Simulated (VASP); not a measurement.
# ZnF2 (P4_2/mnm) in VASP: single point with PBE-based screened hybrid with 30 % exact exchange

Aim: the single point of ZnF2 with PBE-based screened hybrid with 30 % exact exchange.

Everything below comes from runs of VASP 6.6.1. Logs are shortened: lines on timing, memory, paths and dates and some standing lists are left out, and cuts for length are marked.

## Step 1: The cell of the first run

The structure is tetragonal, space group P4_2/mnm (No. 136). Conventional cell: a = 4.695 Å, b = 4.695 Å, c = 3.146 Å, α = 90.00°, β = 90.00°, γ = 90.00°. Within 2.7 Å of Zn (site symmetry mmm) lie 6 F at 2.01 to 2.05 Å. Within 2.7 Å of F (site symmetry m2m) lie 3 Zn at 2.01 to 2.05 Å and 1 F at 2.62 Å.

## Step 2: Single point, PBE-based screened hybrid with 30 % exact exchange

Contents of POSCAR:

```
ZnF2
1.0
    4.6945138502      0.0000000000      0.0000000000
    0.0000000000      4.6945138502      0.0000000000
    0.0000000000      0.0000000000      3.1460092533
Zn F
2 4
Direct
    0.0000000000      0.0000000000      0.0000000000
    0.5000000000      0.5000000000      0.5000000000
    0.3027439746      0.3027439746      0.0000000000
    0.1972560254      0.8027439746      0.5000000000
    0.6972560254      0.6972560254      0.0000000000
    0.8027439746      0.1972560254      0.5000000000
```

Contents of INCAR.step1:

```
SYSTEM = ZnF2
ALGO = Normal ; EDIFF = 1E-5
ENCUT = 520 ; GGA = PE
GGA_COMPAT = .FALSE. ; ISIF = 2
ISMEAR = 0 ; KPAR = 4
LASPH = .TRUE. ; LREAL = .FALSE.
LWAVE = .TRUE. ; NBANDS = 35
NELM = 120 ; PREC = Accurate
SIGMA = 0.05
```

Contents of INCAR.step2:

```
SYSTEM = ZnF2
AEXX = 0.3 ; ALGO = Normal
EDIFF = 1E-6 ; ENCUT = 520
GGA = PE ; GGA_COMPAT = .FALSE.
HFSCREEN = 0.20787 ; ISIF = 2
ISMEAR = 0 ; ISTART = 1
KPAR = 4 ; LASPH = .TRUE.
LCHARG = .TRUE. ; LHFCALC = .TRUE.
LREAL = .FALSE. ; LVHAR = .TRUE.
LWAVE = .FALSE. ; NBANDS = 35
NELM = 120 ; PREC = Accurate
PRECFOCK = Normal ; SIGMA = 0.05
```

Contents of KPOINTS:

```
k-points
0
G
  4 4 4
  0 0 0
```

Potentials or basis: VASP PAW PBE potentials, release 64 (Zn, F).

The run is started by

```console
$ cat potpaw_PBE.64/Zn/POTCAR potpaw_PBE.64/F/POTCAR > POTCAR
$ cp INCAR.step1 INCAR
$ mpirun -np 4 vasp_std > vasp.out
$ cp INCAR.step2 INCAR
$ mpirun -np 4 vasp_std > vasp.out
```

OUTCAR:

```text
SYSTEM = ZnF2
   AEXX = 0.3
   EDIFF = 1E-6
   ENCUT = 520
   GGA = PE
   HFSCREEN = 0.20787
   ISIF = 2
   ISMEAR = 0
   ISTART = 1
   LASPH = .TRUE.
   LHFCALC = .TRUE.
   LREAL = .FALSE.
   NELM = 120
   PREC = Accurate
   PRECFOCK = Normal

 ion  position               nearest neighbor table
   1  0.000  0.000  0.000-   3 2.01   5 2.01   4 2.05   6 2.05   4 2.05   6 2.05
   2  0.500  0.500  0.500-   4 2.01   6 2.01   5 2.05   3 2.05   3 2.05   5 2.05
   3  0.303  0.303  0.000-   1 2.01   2 2.05   2 2.05
   4  0.197  0.803  0.500-   2 2.01   1 2.05   1 2.05
   5  0.697  0.697  0.000-   1 2.01   2 2.05   2 2.05
   6  0.803  0.197  0.500-   2 2.01   1 2.05   1 2.05

  LATTYP: Found a simple tetragonal cell.
 ALAT       =     4.6945138502
 C/A-ratio  =     0.6701459094

  Lattice vectors:

 A1 = (   4.6945138502,   0.0000000000,   0.0000000000)
 A2 = (   0.0000000000,   4.6945138502,   0.0000000000)
 A3 = (   0.0000000000,   0.0000000000,   3.1460092533)

Analysis of symmetry for initial positions (statically):
=====================================================================
 Subroutine PRICEL returns:
 Original cell was already a primitive cell.

 Routine SETGRP: Setting up the symmetry group for a
 simple tetragonal supercell.

 Subroutine GETGRP returns: Found 16 space group operations
 (whereof  8 operations were pure point group operations)
 out of a pool of 16 trial point group operations.

The static configuration has the point symmetry D_2h.
 The point group associated with its full space group is D_4h.

Analysis of symmetry for dynamics (positions and initial velocities):
=====================================================================
 Subroutine PRICEL returns:
 Original cell was already a primitive cell.

 Routine SETGRP: Setting up the symmetry group for a
 simple tetragonal supercell.

 Subroutine GETGRP returns: Found 16 space group operations
 (whereof  8 operations were pure point group operations)
 out of a pool of 16 trial point group operations.

The dynamic configuration has the point symmetry D_2h.
 The point group associated with its full space group is D_4h.

 Subroutine INISYM returns: Found 16 space group operations
 (whereof  8 operations are pure point group operations),
 and found     1 'primitive' translations

----------------------------------------------------------------------------------------

                                     Primitive cell

  volume of cell :      69.3332

  direct lattice vectors                    reciprocal lattice vectors
     4.694513850  0.000000000  0.000000000     0.213014602  0.000000000  0.000000000
     0.000000000  4.694513850  0.000000000     0.000000000  0.213014602  0.000000000
     0.000000000  0.000000000  3.146009253     0.000000000  0.000000000  0.317863019

  length of vectors
     4.694513850  4.694513850  3.146009253     0.213014602  0.213014602  0.317863019

  position of ions in fractional coordinates (direct lattice)
     0.000000000  0.000000000  0.000000000
     0.500000000  0.500000000  0.500000000
     0.302743975  0.302743975  0.000000000
     0.197256025  0.802743975  0.500000000
     0.697256025  0.697256025  0.000000000
     0.802743975  0.197256025  0.500000000

  ion indices of the primitive-cell ions
   primitive index   ion index
                 1           1
                 2           2
                 3           3
                 4           4
                 5           5
                 6           6

----------------------------------------------------------------------------------------

 KPOINTS: k-points

Automatic generation of k-mesh.
 Grid dimensions read from file:
 generate k-points for:    4    4    4

 Generating k-lattice:

  Cartesian coordinates                     Fractional coordinates (reciprocal lattice)
     0.053253651  0.000000000  0.000000000     0.250000000  0.000000000  0.000000000
     0.000000000  0.053253651  0.000000000     0.000000000  0.250000000  0.000000000
     0.000000000  0.000000000  0.079465755     0.000000000  0.000000000  0.250000000

  Length of vectors
     0.053253651  0.053253651  0.079465755

  Shift w.r.t. Gamma in fractional coordinates (k-lattice)
     0.000000000  0.000000000  0.000000000

 Subroutine IBZKPT returns following result:
 ===========================================

 Found     18 irreducible k-points:

 Following reciprocal coordinates:
            Coordinates               Weight
  0.000000  0.000000  0.000000      1.000000
  0.250000  0.000000  0.000000      4.000000
  0.500000  0.000000  0.000000      2.000000
  0.250000  0.250000  0.000000      4.000000
  0.500000  0.250000  0.000000      4.000000
  0.500000  0.500000  0.000000      1.000000
[... 10 lines left out ...]
  0.500000  0.250000  0.500000      4.000000
  0.500000  0.500000  0.500000      1.000000
   k-points           NKPTS =     18   k-points in BZ     NKDIM =     64   number of bands    NBANDS=     35
   number of dos      NEDOS =    301   number of ions     NIONS =      6
   total plane-waves  NPLWV =  31104
   dimension x,y,z NGX =    36 NGY =   36 NGZ =   24
   dimension x,y,z NGXF=    72 NGYF=   72 NGZF=   48
   ions per type =               2   4
   NGX,Y,Z   is equivalent  to a cutoff of  12.75, 12.75, 12.68 a.u.
   NGXF,Y,Z  is equivalent  to a cutoff of  25.50, 25.50, 25.36 a.u.
 SYSTEM =  ZnF2
   PREC   = accura    normal or accurate (medium, high low for compatibility)
   ISTART =      1    job   : 0-new  1-cont  2-samecut
   ICHARG =      0    charge: 1-file 2-atom 10-const
   ISPIN  =      1    spin polarized calculation?
   LNONCOLLINEAR =      F non collinear calculations
   LSORBIT =      F    spin-orbit coupling
   LASPH  =      T    aspherical Exc in radial PAW
   ENCUT  =  520.0 eV  38.22 Ry    6.18 a.u.   8.73  8.73  5.85*2*pi/ulx,y,z
   NELM   =    120;   NELMIN=  2; NELMDL=  0     # of ELM steps
   EDIFF  = 0.1E-05   stopping-criterion for ELM
   LREAL  =      F    real-space projection
   EDIFFG = 0.1E-04   stopping-criterion for IOM
   NSW    =      0    number of steps for IOM
   IBRION =     -1    ionic relax: 0-MD 1-quasi-New 2-CG
   NFREE  =      0    steps in history (QN), initial steepest desc. (CG)
   ISIF   =      2    stress and relaxation
   ISYM   =      3    0-nonsym 1-usesym 2-fastsym
   POTIM  = 0.5000    time-step for ionic-motion
   TEBEG  =    0.0;   TEEND  =   0.0 temperature during run
   PSTRESS=    0.0 pullay stress
   NELECT =      52.0000    total number of electrons
   NUPDOWN=      -1.0000    fix difference up-down
   EMIN   =  10.00;   EMAX   =-10.00  energy-range for DOS
   EFERMI =   0.00;   METHOD = LEGACY
   ISMEAR =     0;   SIGMA  =   0.05  broadening in eV -4-tet -1-fermi 0-gaus
   EFERMI_NEDOS =   21; number of points for ismear=-14 and -15
   IALGO  =     38    algorithm
   IMIX   =      1    mixing-type and parameters
     AMIX     =   0.40;   BMIX     =  1.00
     AMIX_MAG =   1.60;   BMIX_MAG =  1.00
  volume/ion in A,a.u.               =      11.56        77.98
  Fermi-wavevector in a.u.,A,eV,Ry     =   1.487404  2.810785 30.101119  2.212370
  Thomas-Fermi vector in A             =   2.600569
   LORBIT       =      0    0 simple, 1 ext, 2 COOP (PROOUT), +10 PAW based schemes
   GGA     = PE    functional components
   LHFCALC =     T    Hartree Fock is set to
   PRECFOCK=normal    Normal, Fast or Accurate (Low or Medium for compatibility)
   ENCUT4O =  -1.0   cutoff for four orbital integrals eV
   NKREDX  =     1    reduce k-point grid by
   NKREDY  =     1    reduce k-point grid by
   NKREDZ  =     1    reduce k-point grid by
   AEXX    =    0.3000 exact exchange contribution
   HFSCREEN=    0.2079 screening length (either q_TF or 0.3 A-1)
   HFSCREENC=   0.2079 screening length for correlation (either q_TF or 0.3 A-1)
   ENCUTFOCK=  -1.0 apply spherical cutoff to Coloumb kernel
   IVDW    =     0    specifies the selected vdW correction
   LEPSILON=     F    determine dielectric tensor
   LRPA    =     F    only Hartree local field effects (RPA)
 non-spin polarized calculation
 Gauss-broadening in eV      SIGMA  =   0.05
  energy-cutoff  :      520.00
  volume of cell :       69.33
 maximum number of plane-waves:      1892
 NGX is ok and might be reduce to    36
  NGX = 28; NGY = 28; NGZ = 18

 number of electron      51.9999951 magnetization

 Free energy of the ion-electron system (eV)
  ---------------------------------------------------
  ext. energy  EPLUGINS =         0.00000000
  ---------------------------------------------------
  free energy    TOTEN  =       -31.96971875 eV

  energy without entropy =      -31.96971875  energy(sigma->0) =      -31.96971875

 E-fermi :  -2.9992     XC(G=0):  -8.0233

 val. band max:       -3.3474559488   @ k =   0.5000   0.0000   0.5000
 cond. band min:       3.1710934773   @ k =   0.0000   0.0000   0.0000
 fundamental gap:      6.5185494261
 Fermi energy:        -2.9992375529

 k-point     1 :       0.0000    0.0000    0.0000
  band No.  band energies     occupation
      1     -26.9251      2.00000
      2     -26.1271      2.00000
      3     -26.1271      2.00000
      4     -26.0893      2.00000
      5      -9.6023      2.00000
      6      -9.2203      2.00000
[... 27 lines left out ...]
     34      15.2828      0.00000
     35      15.2828      0.00000

 k-point     2 :       0.2500    0.0000    0.0000
  band No.  band energies     occupation
      1     -26.8274      2.00000
      2     -26.2999      2.00000
      3     -26.1076      2.00000
      4     -26.0451      2.00000
      5      -9.3014      2.00000
      6      -9.0721      2.00000
[... 27 lines left out ...]
     34      15.8303      0.00000
     35      15.8430      0.00000

 k-point     3 :       0.5000    0.0000    0.0000
  band No.  band energies     occupation
      1     -26.5799      2.00000
      2     -26.5799      2.00000
      3     -26.0659      2.00000
      4     -26.0659      2.00000
      5      -8.8186      2.00000
      6      -8.8186      2.00000
[... 27 lines left out ...]
     34      15.4254      0.00000
     35      16.8294      0.00000

 k-point     4 :       0.2500    0.2500    0.0000
  band No.  band energies     occupation
      1     -26.7431      2.00000
      2     -26.3398      2.00000
      3     -26.1504      2.00000
      4     -26.0553      2.00000
      5      -9.3991      2.00000
      6      -8.8076      2.00000
[... 27 lines left out ...]
     34      15.0215      0.00000
     35      16.1322      0.00000

 k-point     5 :       0.5000    0.2500    0.0000
  band No.  band energies     occupation
      1     -26.5356      2.00000
      2     -26.5356      2.00000
      3     -26.1131      2.00000
      4     -26.1131      2.00000
      5      -9.1786      2.00000
      6      -9.1786      2.00000
[... 410 lines left out ...]
 k-point    16 :       0.2500    0.2500    0.5000
  band No.  band energies     occupation
      1     -26.3304      2.00000
      2     -26.2959      2.00000
      3     -26.1405      2.00000
      4     -26.1038      2.00000
      5      -8.7193      2.00000
      6      -8.6441      2.00000
[... 27 lines left out ...]
     34      14.3754      0.00000
     35      14.7730      0.00000

 k-point    17 :       0.5000    0.2500    0.5000
  band No.  band energies     occupation
      1     -26.3009      2.00000
      2     -26.3009      2.00000
      3     -26.1328      2.00000
      4     -26.1328      2.00000
      5      -8.7058      2.00000
      6      -8.7058      2.00000
[... 27 lines left out ...]
     34      13.4841      0.00000
     35      16.0856      0.00000

 k-point    18 :       0.5000    0.5000    0.5000
  band No.  band energies     occupation
      1     -26.3074      2.00000
      2     -26.3074      2.00000
      3     -26.1229      2.00000
      4     -26.1229      2.00000
      5      -8.7972      2.00000
      6      -8.7972      2.00000
[... 27 lines left out ...]
     34      12.5098      0.00000
     35      17.0193      0.00000

------------------------ aborting loop because EDIFF is reached ----------------------------------------

  FORCE on cell =-STRESS in cart. coord.  units (eV):
  Direction    XX          YY          ZZ          XY          YZ          ZX
  --------------------------------------------------------------------------------------
  -------------------------------------------------------------------------------------
  Total        1.0292326      1.0292326      0.8365675     -0.0000000      0.0000000      0.0000000
  in kB       23.7838901     23.7838901     19.3317117     -0.0000000      0.0000000      0.0000000
  external PRESSURE =      22.2998306 kB  Pullay stress =       0.0000000 kB

 VOLUME and BASIS-vectors are now :
 -----------------------------------------------------------------------------
  energy-cutoff  :      520.00
  volume of cell :       69.33
      direct lattice vectors                 reciprocal lattice vectors
     4.694513850  0.000000000  0.000000000     0.213014602  0.000000000  0.000000000
     0.000000000  4.694513850  0.000000000     0.000000000  0.213014602  0.000000000
     0.000000000  0.000000000  3.146009253     0.000000000  0.000000000  0.317863019

 POSITION                                       TOTAL-FORCE (eV/Angst)
 -----------------------------------------------------------------------------------
      0.00000      0.00000      0.00000         0.000000     -0.000000      0.000000
      2.34726      2.34726      1.57300         0.000000     -0.000000      0.000000
      1.42124      1.42124      0.00000         0.031345      0.031345      0.000000
      0.92602      3.76849      1.57300        -0.031345      0.031345      0.000000
      3.27328      3.27328      0.00000        -0.031345     -0.031345      0.000000
      3.76849      0.92602      1.57300         0.031345     -0.031345      0.000000
 -----------------------------------------------------------------------------------
    total drift:                                0.000012      0.000010      0.000002

  FREE ENERGIE OF THE ION-ELECTRON SYSTEM (eV)
  ---------------------------------------------------
  free  energy   TOTEN  =       -31.9697187463 eV

  energy  without entropy=      -31.9697187463  energy(sigma->0) =      -31.96971875
```

Wall time 60 min (4 MPI ranks of AMD EPYC 7R43 (Zen 3), shared host); peak memory 0.29 GiB.

What came out:

```yaml
Free_energy: -31.9697 eV
Pressure: 2.2 GPa
Largest_force: 0.044 eV/Å
Band_gap_on_the_k_mesh: 6.52 eV
```

Forces on the atoms (eV/Å):
```
Zn   0.000  0.000  0.000
Zn   0.000  0.000  0.000
F    0.031  0.031  0.000
F   -0.031  0.031  0.000
F   -0.031 -0.031  0.000
F    0.031 -0.031  0.000
```

Levels at points of the mesh, in eV from the valence-band top:
| k point | band 22 | band 23 | band 24 | band 25 | band 26 | band 27 | band 28 | band 29 | band 30 | band 31 |
| --- | --- | --- | --- | --- | --- | --- | --- | --- | --- | --- |
| (0.00, 0.00, 0.00) | -1.35 | -1.08 | -0.38 | -0.38 | 0.00 | 6.52 | 12.69 | 12.69 | 12.86 | 16.50 |
| (0.50, 0.00, 0.00) | -1.61 | -0.61 | -0.61 | -0.45 | -0.45 | 9.21 | 9.21 | 13.68 | 13.68 | 16.38 |
| (0.50, 0.50, 0.00) | -1.80 | -1.31 | -1.31 | -0.40 | -0.40 | 10.30 | 10.30 | 12.17 | 12.17 | 18.01 |
| (0.00, 0.00, 0.50) | -1.47 | -1.46 | -1.46 | -1.33 | -1.33 | 11.57 | 11.57 | 15.26 | 15.26 | 16.38 |
| (0.50, 0.00, 0.50) | -1.70 | -1.43 | -1.43 | 0.00 | 0.00 | 12.24 | 12.24 | 13.46 | 13.46 | 17.30 |
| (0.50, 0.50, 0.50) | -1.43 | -1.32 | -1.32 | -0.81 | -0.81 | 11.49 | 11.49 | 14.50 | 14.50 | 15.66 |

Caveat: the k points lie up to 0.50 Å⁻¹ apart; the PAW data sets were made with another functional, which shifts forces and pressure a little.
